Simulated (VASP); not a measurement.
# SiO2 in VASP: further runs

SiO2 is run at these levels: PBE; tasks: single point.

Everything below comes from runs of VASP 6.6.1. Logs are shortened: lines on timing, memory, paths and dates and some standing lists are left out, and cuts for length are marked.

### 1 The cell of the first run

The cell holds an amorphous packing of atoms, 18 atoms: a = 6.350 Å, b = 6.482 Å, c = 6.335 Å, α = 94.73°, β = 87.08°, γ = 93.08°.

### 2 Single point, PBE

The input, INCAR:

```
ALGO = Normal ; EDIFF = 1E-6
ENCUT = 520 ; GGA = PE
ISIF = 2 ; ISMEAR = -1
ISYM = 0 ; LASPH = T
LCHARG = T ; LELF = T
LREAL = Auto ; LVHAR = T
LWAVE = F ; NBANDS = 63
NELM = 80 ; PREC = Accurate
SIGMA = 0.2111
```

The input, KPOINTS:

```
k-points
0
Gamma
  1 1 1
```

The input, POSCAR:

```
SiO2
1.0
    6.3454790000     -0.1693150000      0.1582820000
   -0.1693150000      6.4741830000     -0.2622240000
    0.1582820000     -0.2622240000      6.3280080000
Si O
6 12
Direct
    0.4797334328      0.5072612795      0.9269185365
    0.2540521661      0.1586025953      0.7683445599
    0.2345313809      0.7793970279      0.2453257819
    0.8472270806      0.3607670778      0.1067248950
    0.9588039857      0.0897883138      0.4131546987
    0.4085501954      0.7440455384      0.5464385404
    0.2613834954      0.6463892516      0.0033984585
    0.7830248987      0.2097082161      0.3034943667
    0.1732210305      0.5955508473      0.4190892227
    0.4873425412      0.8380706665      0.3347384659
    0.0350443699      0.2355241008     -0.0602630119
    0.4009143556      0.2781438659      0.9320598948
    0.0707459213      0.9776874934      0.2190356459
    0.7871451095      1.0447309723      0.6121217976
    0.6864960791      0.5342605707      1.0767230338
    0.2675527411      0.9132463446      0.7062521613
    0.5417280926      0.5905489398      0.6787983358
    0.1491585044      0.1805686013      0.5474647495
```

Potentials or basis: VASP PAW PBE potentials, release 64 (Si, O).

On the command line:

```console
> cat potpaw_PBE.64/Si/POTCAR potpaw_PBE.64/O/POTCAR > POTCAR
> mpirun -np 1 vasp_gam > vasp.out
```

OUTCAR:

```text
EDIFF = 1E-6
   ENCUT = 520
   GGA = PE
   ISIF = 2
   ISMEAR = -1
   ISYM = 0
   LASPH = T
   LREAL = Auto
   NELM = 80
   PREC = Accurate

 ion  position               nearest neighbor table
   1  0.480  0.507  0.927-  12 1.54  15 1.65   7 1.72  17 1.72   2 2.76   4 2.89   3 3.00   6 3.03

   2  0.254  0.159  0.768-  12 1.56  18 1.60  16 1.61  11 1.79   1 2.76   5 2.99   6 3.11
   3  0.235  0.779  0.245-   7 1.70   9 1.70  13 1.72  10 1.74   6 2.29   5 2.84   1 3.00
   4  0.847  0.361  0.107-  15 1.59   8 1.67  11 1.74   5 2.86   1 2.89
   5  0.959  0.090  0.413-  13 1.54  18 1.57   8 1.61  14 1.66   3 2.84   4 2.86   2 2.99
   6  0.409  0.744  0.546-  10 1.57  17 1.65  16 1.69   9 1.91   3 2.29   1 3.03   2 3.11
   7  0.261  0.646  0.003-   3 1.70   1 1.72
   8  0.783  0.210  0.303-   5 1.61   4 1.67
   9  0.173  0.596  0.419-   3 1.70   6 1.91
  10  0.487  0.838  0.335-   6 1.57   3 1.74
  11  0.035  0.236  0.940-   4 1.74   2 1.79
  12  0.401  0.278  0.932-   1 1.54   2 1.56
  13  0.071  0.978  0.219-   5 1.54   3 1.72
  14  0.787  0.045  0.612-   5 1.66
  15  0.686  0.534  0.077-   4 1.59   1 1.65
  16  0.268  0.913  0.706-   2 1.61   6 1.69
  17  0.542  0.591  0.679-   6 1.65   1 1.72
  18  0.149  0.181  0.547-   5 1.57   2 1.60

IMPORTANT INFORMATION: All symmetrisations will be switched off!
NOSYMM: (Re-)initialisation of all symmetry stuff for point group C_1.

----------------------------------------------------------------------------------------

                                     Primitive cell

  volume of cell :     259.2000

  direct lattice vectors                    reciprocal lattice vectors
     6.345479000 -0.169315000  0.158282000     0.157792882  0.003973461 -0.003782207
    -0.169315000  6.474183000 -0.262224000     0.003973461  0.154819381  0.006316116
     0.158282000 -0.262224000  6.328008000    -0.003782207  0.006316116  0.158383948

  length of vectors
     6.349710584  6.481703057  6.335416314     0.157888211  0.154999105  0.158554954

  position of ions in fractional coordinates (direct lattice)
     0.479733433  0.507261279  0.926918536
     0.254052166  0.158602595  0.768344560
     0.234531381  0.779397028  0.245325782
     0.847227081  0.360767078  0.106724895
     0.958803986  0.089788314  0.413154699
     0.408550195  0.744045538  0.546438540
     0.261383495  0.646389252  0.003398459
     0.783024899  0.209708216  0.303494367
     0.173221031  0.595550847  0.419089223
     0.487342541  0.838070667  0.334738466
     0.035044370  0.235524101  0.939736988
     0.400914356  0.278143866  0.932059895
     0.070745921  0.977687493  0.219035646
     0.787145110  0.044730972  0.612121798
     0.686496079  0.534260571  0.076723034
     0.267552741  0.913246345  0.706252161
     0.541728093  0.590548940  0.678798336
     0.149158504  0.180568601  0.547464750

  ion indices of the primitive-cell ions
   primitive index   ion index
                 1           1
                 2           2
                 3           3
                 4           4
                 5           5
                 6           6
                 7           7
                 8           8
                 9           9
                10          10
                11          11
                12          12
                13          13
                14          14
                15          15
                16          16
                17          17
                18          18

----------------------------------------------------------------------------------------

 KPOINTS: k-points

Automatic generation of k-mesh.
 Grid dimensions read from file:
 generate k-points for:    1    1    1

 Generating k-lattice:

  Cartesian coordinates                     Fractional coordinates (reciprocal lattice)
     0.157792882  0.003973461 -0.003782207     1.000000000  0.000000000 -0.000000000
     0.003973461  0.154819381  0.006316116     0.000000000  1.000000000  0.000000000
    -0.003782207  0.006316116  0.158383948    -0.000000000  0.000000000  1.000000000

  Length of vectors
     0.157888211  0.154999105  0.158554954

  Shift w.r.t. Gamma in fractional coordinates (k-lattice)
     0.000000000  0.000000000  0.000000000

 Subroutine IBZKPT returns following result:
 ===========================================

 Found      1 irreducible k-points:

 Following reciprocal coordinates:
            Coordinates               Weight
  0.000000  0.000000  0.000000      1.000000
   k-points           NKPTS =      1   k-points in BZ     NKDIM =      1   number of bands    NBANDS=     63
   number of dos      NEDOS =    301   number of ions     NIONS =     18
   total plane-waves  NPLWV = 110592
   dimension x,y,z NGX =    48 NGY =   48 NGZ =   48
   dimension x,y,z NGXF=    96 NGYF=   96 NGZF=   96
   ions per type =               6  12
   NGX,Y,Z   is equivalent  to a cutoff of  12.57, 12.31, 12.60 a.u.
   NGXF,Y,Z  is equivalent  to a cutoff of  25.13, 24.62, 25.19 a.u.
 SYSTEM =  unknown system
   PREC   = accura    normal or accurate (medium, high low for compatibility)
   ISTART =      0    job   : 0-new  1-cont  2-samecut
   ICHARG =      2    charge: 1-file 2-atom 10-const
   ISPIN  =      1    spin polarized calculation?
   LNONCOLLINEAR =      F non collinear calculations
   LSORBIT =      F    spin-orbit coupling
   LASPH  =      T    aspherical Exc in radial PAW
   ENCUT  =  520.0 eV  38.22 Ry    6.18 a.u.  11.81 12.05 11.78*2*pi/ulx,y,z
   NELM   =     80;   NELMIN=  2; NELMDL= -5     # of ELM steps
   EDIFF  = 0.1E-05   stopping-criterion for ELM
   LREAL  =      T    real-space projection
   EDIFFG = 0.1E-04   stopping-criterion for IOM
   NSW    =      0    number of steps for IOM
   IBRION =     -1    ionic relax: 0-MD 1-quasi-New 2-CG
   NFREE  =      0    steps in history (QN), initial steepest desc. (CG)
   ISIF   =      2    stress and relaxation
   ISYM   =      0    0-nonsym 1-usesym 2-fastsym
   POTIM  = 0.5000    time-step for ionic-motion
   TEBEG  =    0.0;   TEEND  =   0.0 temperature during run
   PSTRESS=    0.0 pullay stress
   NELECT =      96.0000    total number of electrons
   NUPDOWN=      -1.0000    fix difference up-down
   EMIN   =  10.00;   EMAX   =-10.00  energy-range for DOS
   EFERMI =   0.00;   METHOD = LEGACY
   ISMEAR =    -1;   SIGMA  =   0.21  broadening in eV -4-tet -1-fermi 0-gaus
   EFERMI_NEDOS =   21; number of points for ismear=-14 and -15
   IALGO  =     38    algorithm
   IMIX   =      4    mixing-type and parameters
     AMIX     =   0.40;   BMIX     =  1.00
     AMIX_MAG =   1.60;   BMIX_MAG =  1.00
  volume/ion in A,a.u.               =      14.40        97.18
  Fermi-wavevector in a.u.,A,eV,Ry     =   1.175674  2.221702 18.806098  1.382209
  Thomas-Fermi vector in A             =   2.312051
   LORBIT       =      0    0 simple, 1 ext, 2 COOP (PROOUT), +10 PAW based schemes
   GGA     = PE    functional components
   LHFCALC =     F    Hartree Fock is set to
   AEXX    =    0.0000 exact exchange contribution
   IVDW    =     0    specifies the selected vdW correction
   LEPSILON=     F    determine dielectric tensor
   LRPA    =     F    only Hartree local field effects (RPA)
 non-spin polarized calculation
  energy-cutoff  :      520.00
  volume of cell :      259.20
 maximum number of plane-waves:      3489
 NGX is ok and might be reduce to    48
   NGX = 23   NGY = 25   NGZ = 23

 number of electron      96.0000002 magnetization

 Free energy of the ion-electron system (eV)
  ---------------------------------------------------
  ext. energy  EPLUGINS =         0.00000000
  ---------------------------------------------------
  free energy    TOTEN  =      -128.87151181 eV

  energy without entropy =     -128.51286673  energy(sigma->0) =     -128.69218927

 E-fermi :   2.9617     XC(G=0):  -8.5453

 val. band max:        2.5315247919   @ k =   0.0000   0.0000   0.0000
 cond. band min:       3.3542627682   @ k =   0.0000   0.0000   0.0000
 fundamental gap:      0.8227379763
 Fermi energy:         2.9617351744

 k-point     1 :       0.0000    0.0000    0.0000
  band No.  band energies     occupation
      1     -20.2220      2.00000
      2     -19.3076      2.00000
      3     -19.1201      2.00000
      4     -18.6367      2.00000
      5     -17.9373      2.00000
      6     -17.8534      2.00000
      7     -17.6436      2.00000
      8     -17.2587      2.00000
      9     -16.7814      2.00000
     10     -16.2368      2.00000
     11     -16.0770      2.00000
     12     -13.4642      2.00000
     13      -8.6013      2.00000
     14      -7.9068      2.00000
     15      -7.2062      2.00000
     16      -6.5350      2.00000
     17      -6.2302      2.00000
     18      -5.7568      2.00000
     19      -5.3809      2.00000
     20      -5.0792      2.00000
     21      -4.6163      2.00000
     22      -4.2785      2.00000
     23      -4.1251      2.00000
     24      -4.0073      2.00000
     25      -3.7331      2.00000
     26      -3.4679      2.00000
     27      -3.2311      2.00000
     28      -3.0206      2.00000
     29      -2.8037      2.00000
     30      -2.6733      2.00000
     31      -2.3470      2.00000
     32      -2.2212      2.00000
     33      -2.1055      2.00000
     34      -1.9120      2.00000
     35      -1.6231      2.00000
     36      -1.5190      2.00000
     37      -1.3477      2.00000
     38      -1.0394      2.00000
     39      -0.8719      2.00000
     40      -0.7573      2.00000
     41      -0.6089      2.00000
     42      -0.0737      2.00000
     43      -0.0019      2.00000
     44       0.1747      2.00000
     45       0.5230      1.99998
     46       0.8670      1.99990
     47       2.1341      1.96112
     48       2.5315      1.76945
     49       3.3543      0.26954
     50       5.3630      0.00002
     51       6.2665      0.00000
     52       6.9613      0.00000
     53       7.5142      0.00000
     54       8.1356      0.00000
     55       8.2238      0.00000
     56       8.3939      0.00000
     57       8.5685      0.00000
     58       8.9713      0.00000
     59       9.3751      0.00000
     60       9.4897      0.00000
 [bands above 60 left out]

------------------------ aborting loop because EDIFF is reached ----------------------------------------

  FORCE on cell =-STRESS in cart. coord.  units (eV):
  Direction    XX          YY          ZZ          XY          YZ          ZX
  --------------------------------------------------------------------------------------
  -------------------------------------------------------------------------------------
  Total       -2.6117968      8.7830621      7.1063100      4.8096978     -5.1202814     10.5444782
  in kB      -16.1441403     54.2902051     43.9257999     29.7298912    -31.6496828     65.1779388
  external PRESSURE =      27.3572882 kB  Pullay stress =       0.0000000 kB

 VOLUME and BASIS-vectors are now :
 -----------------------------------------------------------------------------
  energy-cutoff  :      520.00
  volume of cell :      259.20
      direct lattice vectors                 reciprocal lattice vectors
     6.345479000 -0.169315000  0.158282000     0.157792882  0.003973461 -0.003782207
    -0.169315000  6.474183000 -0.262224000     0.003973461  0.154819381  0.006316116
     0.158282000 -0.262224000  6.328008000    -0.003782207  0.006316116  0.158383948

 POSITION                                       TOTAL-FORCE (eV/Angst)
 -----------------------------------------------------------------------------------
      3.10497      2.95982      5.80846        -0.742018      5.600164     -1.411901
      1.70684      0.78233      4.86071        -6.147982     -1.880773     -0.478427
      1.39508      4.94192      1.38517        -1.039643     -1.153721     -2.614428
      5.33187      2.16424      0.71485         4.117187     -4.305517     -0.903303
      6.13426      0.31063      2.74266        -4.604432      0.378915      6.170465
      2.55296      4.60462      3.32743        -2.092231     -1.386637      4.593708
      1.54970      4.13970     -0.10662         1.974995      0.204271      1.477577
      4.98120      1.14553      1.98946        -0.908847      4.065844     -3.324861
      1.06467      3.71648      2.52325         1.956060      2.859739     -0.033827
      3.00351      5.25553      1.97560        -0.804943      1.014726     -2.466314
      0.33124      1.27247      5.89045        -2.646760      1.860830      1.330213
      2.64443      1.48847      5.88860         2.534767     -1.848569     -0.065380
      0.31805      6.26031      1.14088         3.764065     -5.454722     -2.536462
      5.08413     -0.00419      3.98637         0.324965     -1.659247     -0.961478
      4.27783      3.32255      0.45407        -0.478026      0.254423     -0.821668
      1.65491      5.68203      4.27204         2.587853     -1.850874      0.931376
      3.44498      3.55360      4.22633        -0.635963     -0.554526      1.273214
      1.00256      1.00022      3.44062         2.840953      3.855675     -0.158504
 -----------------------------------------------------------------------------------
    total drift:                               -0.001253     -0.005296      0.007840

  FREE ENERGIE OF THE ION-ELECTRON SYSTEM (eV)
  ---------------------------------------------------
  free  energy   TOTEN  =      -128.8715118118 eV

  energy  without entropy=     -128.5128667329  energy(sigma->0) =     -128.69218927
```

It took 17 s on 1 thread of Intel Xeon 6975P-C (Granite Rapids), shared host; peak memory 0.29 GiB.

Results:

| Property | Result |
| --- | --- |
| Free energy | -128.8715 eV |
| Pressure | 2.7 GPa |
| Largest force | 7.708 eV/Å |
| Band gap on the k mesh | 0.82 eV |

Forces on the atoms (eV/Å):
```
Si  -0.742  5.600 -1.412
Si  -6.148 -1.881 -0.478
Si  -1.040 -1.154 -2.614
Si   4.117 -4.306 -0.903
Si  -4.604  0.379  6.170
Si  -2.092 -1.387  4.594
O    1.975  0.204  1.478
O   -0.909  4.066 -3.325
O    1.956  2.860 -0.034
O   -0.805  1.015 -2.466
O   -2.647  1.861  1.330
O    2.535 -1.849 -0.065
O    3.764 -5.455 -2.536
O    0.325 -1.659 -0.961
O   -0.478  0.254 -0.822
O    2.588 -1.851  0.931
O   -0.636 -0.555  1.273
O    2.841  3.856 -0.159
```

Levels at points of the mesh, in eV from the valence-band top:
```
           k point  band 45  band 46  band 47  band 48  band 49  band 50  band 51  band 52
(0.00, 0.00, 0.00)    -2.01    -1.66    -0.40     0.00     0.82     2.83     3.73     4.43
```

Caveat: the k points lie up to 1.00 Å⁻¹ apart.

### 3 Single point, PBE

The input, INCAR:

```
SYSTEM = SiO2
PREC = Accurate
ENCUT = 520
EDIFF = 1E-6
ISMEAR = -1
SIGMA = 0.2111
LREAL = Auto
LASPH = .True.
NELM = 60
ALGO = Normal
ISIF = 2
LWAVE = .False.
LCHARG = .False.
GGA = PE
NBANDS = 63
ISYM = 0
```

The input, KPOINTS:

```
regular mesh
0
Gamma
  1 1 1
  0 0 0
```

The input, POSCAR:

```
SiO2
1.0
    6.3454790000     -0.1693150000      0.1582820000
   -0.1693150000      6.4741830000     -0.2622240000
    0.1582820000     -0.2622240000      6.3280080000
Si O
6 12
Direct
    0.4890982407      0.5424859190      0.8918537050
    0.1970323459      0.1476252743      0.7824551132
    0.2366744610      0.8080202729      0.2405904040
    0.8396122521      0.3122777290      0.0811108660
    0.9012263138      0.0556260904      0.4015092257
    0.4561530310      0.8875874077      0.5881488940
    0.3683631379      0.7021169380      0.0615128264
    0.7380074983      0.2318647182      0.2908043402
    0.2138129011      0.7043744078      0.5198688341
    0.4099170568      0.9816476893      0.3355820808
   -0.0369722496      0.2658770731     -0.1216334759
    0.3450944985      0.3237950501      0.8554508126
   -0.0108646476      0.9134866076      0.2008969948
    0.7302059699      1.0039217985      0.5846361017
    0.7301144440      0.5452096523      1.0241234021
    0.3440925678      0.9612145069      0.8346550531
    0.5584228075      0.6842323063      0.7139194283
    0.1147567759      0.1384660394      0.5331412645
```

Potentials or basis: VASP PAW PBE potentials, release 64 (Si, O).

On the command line:

```console
> cat potpaw_PBE.64/Si/POTCAR potpaw_PBE.64/O/POTCAR > POTCAR
> mpirun -np 1 vasp_gam > vasp.out
```

Wall time 15 s (1 thread of Intel Xeon 6975P-C (Granite Rapids), shared host); peak memory 0.29 GiB.

It converged, with:

- Free energy: -129.1686 eV
- Pressure: 2.5 GPa
- Largest force: 7.850 eV/Å
- Band gap on the k mesh: 1.55 eV

Forces in eV/Å, atoms in the order of the input:
```
Si   1.548  0.243  1.801
Si  -4.586 -1.354 -2.857
Si  -1.956  1.038  6.542
Si  -5.017  5.992  0.744
Si  -1.006  1.106  2.679
Si   0.813 -3.512 -0.576
O   -0.442 -3.137 -1.384
O    2.366 -0.939  0.652
O    1.117  1.826 -3.565
O    1.575 -0.010  1.743
O    3.850 -3.142 -2.180
O    4.465  6.106  1.500
O    2.327 -1.420 -0.891
O   -2.494 -1.363  0.323
O   -0.944 -4.030  0.215
O   -1.525  1.589 -2.304
O    0.624  0.444 -3.239
O   -0.717  0.563  0.797
```

Stress tensor (GPa, compression positive):
```
-2.96  0.24 -9.73
 0.24  7.25  6.54
-9.73  6.54  3.12
```

Levels at points of the mesh, in eV from the valence-band top:
```csv
k point,band 46,band 47,band 48,band 49,band 50,band 51
"(0.00, 0.00, 0.00)",-0.77,-0.51,0.00,1.55,3.53,4.37
```

Caveat: the k points lie up to 1.00 Å⁻¹ apart.
